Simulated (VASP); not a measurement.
Set up this calculation in VASP 6.6.1, as the native input.

| Property | Result |
| --- | --- |
| Task | relaxation of cell and atoms |
| Functional | PBE |
| Potentials or basis | VASP PAW PBE potentials, release 64 (Ti_sv, C) |
| Cutoff | 600 eV |
| k mesh | 16 × 16 × 16 |
| Occupations | gaussian, width 0.1 eV |
| Spin | no spin polarisation |
| Dipole correction | no |
| Further INCAR settings | ALGO = Normal; EDIFF = 1e-06; IBRION = 2; EDIFFG = -0.005; NSW = 100; ISIF = 3 |

The structure of TiC lies in POSCAR:

```
TiC
1.0
    0.0000000000      2.1593000000      2.1593000000
    2.1593000000      0.0000000000      2.1593000000
    2.1593000000      2.1593000000      0.0000000000
Ti C
1 1
Direct
    0.0000000000      0.0000000000      0.0000000000
    0.5000000000      0.5000000000      0.5000000000
```

The input as run:

INCAR

```
ALGO = Normal
EDIFF = 1E-6
EDIFFG = -0.005
ENCUT = 600
GGA = PE
IBRION = 2
ISIF = 3
ISMEAR = 0
LASPH = T
LCHARG = F
LREAL = F
LWAVE = F
NELM = 100
NSW = 100
PREC = Accurate
SIGMA = 0.1
```

KPOINTS

```
k-points
0
Gamma
  16 16 16
```

Potentials or basis: VASP PAW PBE potentials, release 64 (Ti_sv, C).

Run with:

```console
$ cat potpaw_PBE.64/Ti_sv/POTCAR potpaw_PBE.64/C/POTCAR > POTCAR
$ mpirun -np 1 vasp_std > vasp.out
```

It gave:

* Relaxed volume: 10.17 Å³/atom
* Relaxed cell: a = 3.064 Å, b = 3.064 Å, c = 3.064 Å, α = 60.00°, β = 60.00°, γ = 60.00°
* Space group after relaxing (to 0.05 Å): Fm-3m (No. 225)
* Energy gained by relaxing: 0.9 meV/atom
* Ionic steps: 3
* Pressure after relaxing: 0.0 GPa
* Band gap on the k mesh: zero (band 8 reaches 10.09 eV, above the bottom of band 9 at 8.99 eV)

It took 86 s on 1 thread of AMD EPYC 7R13 Processor (Zen 3), with other jobs on the host, peak memory 0.15 GiB.
